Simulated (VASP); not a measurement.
# MgO in VASP: settings compared

Aim: see how the results for MgO move with the level of theory and the settings. Levels: PBE, r2SCAN. Tasks: single point.

Program: VASP 6.6.1. These are calculated values, not measurements. Logs are shortened: lines on timing, memory, paths and dates and some standing lists are left out, and cuts for length are marked.

## 1. The cell of the first run

Symmetry: I4/mmm, No. 139, tetragonal system. Conventional cell: a = 2.826 Å, b = 2.826 Å, c = 4.350 Å, α = 90.00°, β = 90.00°, γ = 90.00°. Mg (site symmetry 4/mmm) has 6 O at 2.00 to 2.18 Å within 2.6 Å. O (site symmetry 4/mmm) has 6 Mg at 2.00 to 2.18 Å within 2.6 Å.

## 2. Single point, PBE (epitaxial xy strain -5.0%)

INCAR

```
ALGO     = Normal         # electronic algorithm
EDIFF    = 1E-6           # SCF threshold, eV
ENCUT    = 520            # plane-wave cutoff, eV
GGA      = PE             # functional
ISIF     = 2              # what is computed and relaxed
ISMEAR   = -1             # smearing method
LASPH    = T              # aspherical terms in the spheres
LCHARG   = F              # write CHGCAR
LREAL    = F              # projectors in reciprocal space
LWAVE    = F              # write WAVECAR
NBANDS   = 11             # bands
NELM     = 100            # most SCF steps
PREC     = Accurate       # precision mode
SIGMA    = 0.02           # smearing width, eV
```

KPOINTS

```
k-points
0
Gamma
  10 10 10
```

POSCAR

```
MgO
1.0
    0.0000000000      1.9981101297      2.1751995859
    1.9981101297      0.0000000000      2.1751995859
    1.9981101297      1.9981101297      0.0000000000
Mg O
1 1
Direct
    0.0000000000      0.0000000000      0.0000000000
    0.5000000000      0.5000000000      0.5000000000
```

Potentials or basis: VASP PAW PBE potentials, release 64 (Mg, O).

The run is started by

```bash
> cat potpaw_PBE.64/Mg/POTCAR potpaw_PBE.64/O/POTCAR > POTCAR
> mpirun -np 1 vasp_std > vasp.out
```

OUTCAR:

```text
EDIFF = 1E-6
   ENCUT = 520
   GGA = PE
   ISIF = 2
   ISMEAR = -1
   LASPH = T
   LREAL = F
   NELM = 100
   PREC = Accurate

 ion  position               nearest neighbor table
   1  0.000  0.000  0.000-   2 2.00   2 2.00   2 2.00   2 2.00   2 2.18   2 2.18
   2  0.500  0.500  0.500-   1 2.00   1 2.00   1 2.00   1 2.00   1 2.18   1 2.18

  LATTYP: Found a body centered tetragonal cell.
 ALAT       =     2.8257544445
 C/A-ratio  =     1.5395531555

  Lattice vectors:

 A1 = (  -1.9981101297,   0.0000000000,   2.1751995859)
 A2 = (   1.9981101297,   0.0000000000,   2.1751995859)
 A3 = (   0.0000000000,   1.9981101297,  -2.1751995859)

Analysis of symmetry for initial positions (statically):
=====================================================================
 Subroutine PRICEL returns:
 Original cell was already a primitive cell.

 Routine SETGRP: Setting up the symmetry group for a
 body centered tetragonal supercell.

 Subroutine GETGRP returns: Found 16 space group operations
 (whereof 16 operations were pure point group operations)
 out of a pool of 16 trial point group operations.

The static configuration has the point symmetry D_4h.

Analysis of symmetry for dynamics (positions and initial velocities):
=====================================================================
 Subroutine PRICEL returns:
 Original cell was already a primitive cell.

 Routine SETGRP: Setting up the symmetry group for a
 body centered tetragonal supercell.

 Subroutine GETGRP returns: Found 16 space group operations
 (whereof 16 operations were pure point group operations)
 out of a pool of 16 trial point group operations.

The dynamic configuration has the point symmetry D_4h.

 Subroutine INISYM returns: Found 16 space group operations
 (whereof 16 operations are pure point group operations),
 and found     1 'primitive' translations

----------------------------------------------------------------------------------------

                                     Primitive cell

  volume of cell :      17.3687

  direct lattice vectors                    reciprocal lattice vectors
     0.000000000  1.998110130  2.175199586    -0.250236457  0.250236457  0.229863964
     1.998110130  0.000000000  2.175199586     0.250236457 -0.250236457  0.229863964
     1.998110130  1.998110130  0.000000000     0.250236457  0.250236457 -0.229863964

  length of vectors
     2.953631211  2.953631211  2.825754445     0.421988165  0.421988165  0.421988165

[... 87 lines left out ...]
   ISYM   =      2    0-nonsym 1-usesym 2-fastsym
   POTIM  = 0.5000    time-step for ionic-motion
   TEBEG  =    0.0;   TEEND  =   0.0 temperature during run
   PSTRESS=    0.0 pullay stress
   NELECT =       8.0000    total number of electrons
   NUPDOWN=      -1.0000    fix difference up-down
   EMIN   =  10.00;   EMAX   =-10.00  energy-range for DOS
   EFERMI =   0.00;   METHOD = LEGACY
   ISMEAR =    -1;   SIGMA  =   0.02  broadening in eV -4-tet -1-fermi 0-gaus
   EFERMI_NEDOS =   21; number of points for ismear=-14 and -15
   IALGO  =     38    algorithm
   IMIX   =      4    mixing-type and parameters
     AMIX     =   0.40;   BMIX     =  1.00
     AMIX_MAG =   1.60;   BMIX_MAG =  1.00
  volume/ion in A,a.u.               =       8.68        58.60
  Fermi-wavevector in a.u.,A,eV,Ry     =   1.264296  2.389173 21.748164  1.598445
  Thomas-Fermi vector in A             =   2.397609
   LORBIT       =      0    0 simple, 1 ext, 2 COOP (PROOUT), +10 PAW based schemes
   GGA     = PE    functional components
   LHFCALC =     F    Hartree Fock is set to
   AEXX    =    0.0000 exact exchange contribution
   IVDW    =     0    specifies the selected vdW correction
   LEPSILON=     F    determine dielectric tensor
   LRPA    =     F    only Hartree local field effects (RPA)
 non-spin polarized calculation
  energy-cutoff  :      520.00
  volume of cell :       17.37
 maximum number of plane-waves:       482
 NGX is ok and might be reduce to    24
   NGX = 11   NGY = 11   NGZ = 11

 number of electron       7.9999998 magnetization

 Free energy of the ion-electron system (eV)
  ---------------------------------------------------
  ext. energy  EPLUGINS =         0.00000000
  ---------------------------------------------------
  free energy    TOTEN  =       -11.74071013 eV

  energy without entropy =      -11.74071013  energy(sigma->0) =      -11.74071013

 E-fermi :   4.2223     XC(G=0): -11.4179

 val. band max:        3.8163903805   @ k =   0.0000   0.0000   0.0000
 cond. band min:       9.1426507057   @ k =   0.0000   0.0000   0.0000
 fundamental gap:      5.3262603252
 Fermi energy:         4.2222877170

 k-point     1 :       0.0000    0.0000    0.0000
  band No.  band energies     occupation
      1     -13.9180      2.00000
      2       3.6998      2.00000
      3       3.6998      2.00000
      4       3.8164      2.00000
      5       9.1427      0.00000
      6      19.4070      0.00000
      7      20.3681      0.00000
      8      20.3681      0.00000
      9      24.1785      0.00000
     10      24.6924      0.00000
     11      27.4245      0.00000
[... 309 lines left out ...]
 k-point    24 :       0.4000    0.3000    0.0000
  band No.  band energies     occupation
      1     -12.6597      2.00000
      2      -0.1476      2.00000
      3       2.4760      2.00000
      4       2.7826      2.00000
      5      14.1401      0.00000
      6      14.6766      0.00000
      7      17.4855      0.00000
      8      23.5722      0.00000
      9      23.6087      0.00000
     10      30.3024      0.00000
     11      31.4145      0.00000

 [... further k-points ...]

------------------------ aborting loop because EDIFF is reached ----------------------------------------

  FORCE on cell =-STRESS in cart. coord.  units (eV):
  Direction    XX          YY          ZZ          XY          YZ          ZX
  --------------------------------------------------------------------------------------
  -------------------------------------------------------------------------------------
  Total        3.1449504      3.1449504      0.5454297      0.0000000     -0.0000000     -0.0000000
  in kB      290.1058163    290.1058163     50.3131405      0.0000000     -0.0000000     -0.0000000
  external PRESSURE =     210.1749243 kB  Pullay stress =       0.0000000 kB

 VOLUME and BASIS-vectors are now :
 -----------------------------------------------------------------------------
  energy-cutoff  :      520.00
  volume of cell :       17.37
      direct lattice vectors                 reciprocal lattice vectors
     0.000000000  1.998110130  2.175199586    -0.250236457  0.250236457  0.229863964
     1.998110130  0.000000000  2.175199586     0.250236457 -0.250236457  0.229863964
     1.998110130  1.998110130  0.000000000     0.250236457  0.250236457 -0.229863964

 POSITION                                       TOTAL-FORCE (eV/Angst)
 -----------------------------------------------------------------------------------
      0.00000      0.00000      0.00000        -0.000000      0.000000      0.000000
      1.99811      1.99811      2.17520         0.000000     -0.000000      0.000000
 -----------------------------------------------------------------------------------
    total drift:                               -0.000000     -0.000000      0.000000

  FREE ENERGIE OF THE ION-ELECTRON SYSTEM (eV)
  ---------------------------------------------------
  free  energy   TOTEN  =       -11.7407101251 eV

  energy  without entropy=      -11.7407101251  energy(sigma->0) =      -11.74071013
```

Run time: 8.7 s. Hardware: 1 thread of Intel Xeon 6975P-C, shared host; peak memory 0.15 GiB.

What came out:

| Property | Result |
| --- | --- |
| Free energy | -11.7407 eV |
| Pressure | 21.0 GPa |
| Band gap on the k mesh | 5.33 eV, direct |

Caveat: the cell differs from its parent crystal (epitaxial xy strain -5.0%).

## 3. Single point, PBE (epitaxial 111 strain -0.3%)

INCAR

```
SYSTEM = MgO
ALGO = Normal
EDIFF = 1E-7
ENCUT = 520
GGA = PE
ISIF = 2
ISMEAR = -1
LASPH = .True.
LCHARG = .False.
LREAL = .False.
LWAVE = .False.
NBANDS = 11
NELM = 80
PREC = Accurate
SIGMA = 0.02
```

KPOINTS

```
k-points
0
Gamma
  10 10 10
  0 0 0
```

POSCAR

```
MgO
1.0
    0.0062156338      2.1014458981      2.1014458981
    2.1014458981      0.0062156338      2.1014458981
    2.1014458981      2.1014458981      0.0062156338
Mg O
1 1
Direct
    0.0000000000      0.0000000000      0.0000000000
    0.5000000000      0.5000000000      0.5000000000
```

Potentials or basis: VASP PAW PBE potentials, release 64 (Mg, O).

The run is started by

```bash
> cat potpaw_PBE.64/Mg/POTCAR potpaw_PBE.64/O/POTCAR > POTCAR
> mpirun -np 1 vasp_std > vasp.out
```

Wall time 9.6 s (1 thread of Intel Xeon 6975P-C, shared host); peak memory 0.16 GiB.

The run converged. Its results:

| Quantity | Value |
| --- | --- |
| Free energy | -11.8988 eV |
| Pressure | 5.9 GPa |
| Band gap on the k mesh | 4.82 eV, direct |

Stress tensor (GPa, compression positive):
```
 5.86 -0.44 -0.44
-0.44  5.86 -0.44
-0.44 -0.44  5.86
```

Levels at points of the mesh, in eV from the valence-band top:
```
           k point  band 2  band 3  band 4  band 5  band 6  band 7
(0.00, 0.00, 0.00)   -0.03    0.00    0.00    4.82   15.76   15.89
(0.50, 0.00, 0.00)   -4.67   -0.70   -0.67    7.95   12.74   16.36
(0.50, 0.50, 0.00)   -4.14   -1.39   -1.36    9.12   10.08   13.21
(0.50, 0.50, 0.50)   -4.69   -0.66   -0.66    7.99   12.67   16.48
```

Caveat: the cell differs from its parent crystal (epitaxial 111 strain -0.3%).

## 4. Single point, r2SCAN (epitaxial xy strain -5.0%)

POSCAR

```
MgO
1.0
    0.0000000000      1.9981101297      2.1751995859
    1.9981101297      0.0000000000      2.1751995859
    1.9981101297      1.9981101297      0.0000000000
Mg O
1 1
Direct
    0.0000000000      0.0000000000      0.0000000000
    0.5000000000      0.5000000000      0.5000000000
```

INCAR.step1

```
PREC = Accurate
ENCUT = 520
ISMEAR = 0
SIGMA = 0.01
LREAL = F
LASPH = T
NELM = 60
NBANDS = 11
GGA = PE
ALGO = Normal
EDIFF = 1E-4
LWAVE = T
LCHARG = F
```

INCAR.step2

```
PREC = Accurate
ENCUT = 520
EDIFF = 1E-7
ISMEAR = 0
SIGMA = 0.01
LREAL = F
LASPH = T
NELM = 60
ALGO = Normal
ISIF = 2
LWAVE = F
LCHARG = T
METAGGA = R2SCAN
LMIXTAU = T
LELF = T
LVHAR = T
NBANDS = 11
ISTART = 1
```

KPOINTS

```
regular mesh
0
Gamma
  10 10 10
```

The run is started by

```bash
> cat potpaw_PBE.64/Mg/POTCAR potpaw_PBE.64/O/POTCAR > POTCAR
> cp INCAR.step1 INCAR
> mpirun -np 1 vasp_std > vasp.out
> cp INCAR.step2 INCAR
> mpirun -np 1 vasp_std > vasp.out
```

Wall time 41 s (1 thread of Intel Xeon 6975P-C, shared host); peak memory 0.16 GiB.

Results (log left out):

```yaml
Free_energy: -16.0468 eV
Pressure: 14.7 GPa
Band_gap_on_the_k_mesh: 6.22 eV, direct
```

Stress tensor (GPa, compression positive):
```
22.60  0.00  0.00
 0.00 22.60  0.00
 0.00  0.00 -1.13
```

Levels at points of the mesh, in eV from the valence-band top:
| k point | band 2 | band 3 | band 4 | band 5 | band 6 | band 7 |
| --- | --- | --- | --- | --- | --- | --- |
| (0.00, 0.00, 0.00) | -0.12 | -0.12 | 0.00 | 6.22 | 16.63 | 17.61 |
| (0.50, 0.00, 0.00) | -5.01 | -0.96 | -0.73 | 9.16 | 14.53 | 17.36 |
| (0.50, 0.50, 0.00) | -4.69 | -1.28 | -1.28 | 10.71 | 12.10 | 14.28 |
| (0.50, 0.00, 0.50) | -4.36 | -1.95 | -1.40 | 9.82 | 11.80 | 15.42 |

Caveat: the cell differs from its parent crystal (epitaxial xy strain -5.0%); the PAW data sets were made with another functional, which shifts forces and pressure a little.

## 5. Single point, r2SCAN (epitaxial 111 strain -0.3%)

POSCAR

```
MgO
1.0
    0.0062156338      2.1014458981      2.1014458981
    2.1014458981      0.0062156338      2.1014458981
    2.1014458981      2.1014458981      0.0062156338
Mg O
1 1
Direct
    0.0000000000      0.0000000000      0.0000000000
    0.5000000000      0.5000000000      0.5000000000
```

INCAR.step1

```
SYSTEM = MgO
PREC = Accurate
ENCUT = 520
ISMEAR = 0
SIGMA = 0.01
LREAL = .False.
LASPH = .True.
NELM = 100
NBANDS = 11
GGA = PE
ALGO = Normal
EDIFF = 1E-4
LWAVE = .True.
LCHARG = .False.
```

INCAR.step2

```
SYSTEM = MgO
PREC = Accurate
ENCUT = 520
EDIFF = 1E-7
ISMEAR = 0
SIGMA = 0.01
LREAL = .False.
LASPH = .True.
NELM = 100
ALGO = Normal
ISIF = 2
LWAVE = .False.
LCHARG = .False.
METAGGA = R2SCAN
LMIXTAU = .True.
NBANDS = 11
ISTART = 1
```

KPOINTS

```
regular mesh
0
Gamma
  10 10 10
  0 0 0
```

The run is started by

```bash
> cat potpaw_PBE.64/Mg/POTCAR potpaw_PBE.64/O/POTCAR > POTCAR
> cp INCAR.step1 INCAR
> mpirun -np 1 vasp_std > vasp.out
> cp INCAR.step2 INCAR
> mpirun -np 1 vasp_std > vasp.out
```

It took 46 s on 1 thread of Intel Xeon 6975P-C, shared host; peak memory 0.16 GiB.

The run converged. Its results:

```yaml
Free_energy: -16.1611 eV
Pressure: -0.2 GPa
Band_gap_on_the_k_mesh: 5.70 eV, direct
```

Stress tensor (GPa, compression positive):
```
-0.22 -0.47 -0.47
-0.47 -0.22 -0.47
-0.47 -0.47 -0.22
```

Levels at points of the mesh, in eV from the valence-band top:
| k point | band 1 | band 2 | band 3 | band 4 | band 5 | band 6 | band 7 | band 8 | band 9 |
| --- | --- | --- | --- | --- | --- | --- | --- | --- | --- |
| (0.00, 0.00, 0.00) | -18.27 | -0.03 | 0.00 | 0.00 | 5.70 | 16.80 | 16.93 | 16.93 | 21.06 |
| (0.50, 0.00, 0.00) | -16.99 | -4.67 | -0.72 | -0.69 | 8.85 | 13.94 | 17.48 | 17.53 | 22.52 |
| (0.50, 0.50, 0.00) | -16.74 | -4.16 | -1.42 | -1.38 | 10.03 | 11.17 | 14.40 | 20.50 | 20.57 |
| (0.50, 0.50, 0.50) | -17.00 | -4.69 | -0.68 | -0.68 | 8.89 | 13.87 | 17.59 | 17.59 | 22.58 |

Caveat: the cell differs from its parent crystal (epitaxial 111 strain -0.3%); the PAW data sets were made with another functional, which shifts forces and pressure a little.

(Continued in part 2 of 2.)
